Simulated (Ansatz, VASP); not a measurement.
Ta: VASP beside Ansatz

The input POSCAR:

```
Ta
1.0
   -1.7833824000      1.7833824000      1.5191776000
    1.7833824000     -1.7833824000      1.5191776000
    1.7833824000      1.7833824000     -1.5191776000
Ta
1
Direct
    0.0000000000      0.0000000000      0.0000000000
```

Contents of INCAR.step1:

```
  PREC = Accurate
  ENCUT = 520
  ISMEAR = 0
  SIGMA = 0.15
  LREAL = False
  LASPH = True
  NELM = 60
  NBANDS = 12
  GGA = PE
  ALGO = Normal
  EDIFF = 1E-4
  LWAVE = True
  LCHARG = False
```

File INCAR.step2:

```
  PREC = Accurate
  ENCUT = 520
  EDIFF = 1E-6
  ISMEAR = 0
  SIGMA = 0.15
  LREAL = False
  LASPH = True
  NELM = 60
  ALGO = Normal
  ISIF = 2
  LWAVE = False
  LCHARG = True
  METAGGA = R2SCAN
  LMIXTAU = True
  LELF = True
  LVHAR = True
  NBANDS = 12
  ISTART = 1
```

KPOINTS

```
Automatic mesh
0
Gamma
  20 20 20
```

Input for Ansatz:

```yaml
crystal:
  lattice:
    - [-1.7833824, 1.7833824, 1.5191776]
    - [1.7833824, -1.7833824, 1.5191776]
    - [1.7833824, 1.7833824, -1.5191776]
  atoms:
    - { symbol: Ta, position: [0.0, 0.0, 0.0] }
basis:
  ecutwfc: 500
kpoints:
  mp_grid: { grid: [20, 20, 20] }
hamiltonian:
  xc: r2scan
scf:
  occupations: { method: gaussian, width: 0.15 }
output:
  forces: true
  stress: true
  eigenvalues: true
```

Change from the starting cell: strain +0.080 along x and y, -0.080 along z, atoms carried along.

Alike in both runs: task single point; functional r2SCAN; k mesh 20 × 20 × 20; occupations gaussian, width 0.15 eV; no spin polarisation.

|  | VASP | Ansatz |
| --- | --- | --- |
| version | VASP 6.6.1 | Ansatz 0.2.0 |
| potentials or method | VASP PAW PBE potentials, release 64 (Ta_pv), cutoff 520 eV | scalar-relativistic, plane waves, PAW |
| valence electrons in the cell | 11 | 13 |

|  | VASP | Ansatz | Ansatz less VASP |
| --- | --- | --- | --- |
| gap on the k mesh at the Fermi level (eV) | none | none | - |
| pressure (GPa) | -9.5 | -9.9 | -0.45 |
| traceless stress, the component that is largest in VASP (GPa) | 5.28 | 5.37 | +0.094 |

VASP's potentials were made for PBE, not for r2SCAN. A gap of «none» marks a metal or a gap that the smearing closes. With one functional, cell and mesh, what is left measures potentials, basis and numerics. VASP's potentials hold 11 valence electrons a cell and Ansatz's 13, so a difference there can come from the potentials and not from the codes.

Spin-orbit coupling is off throughout.
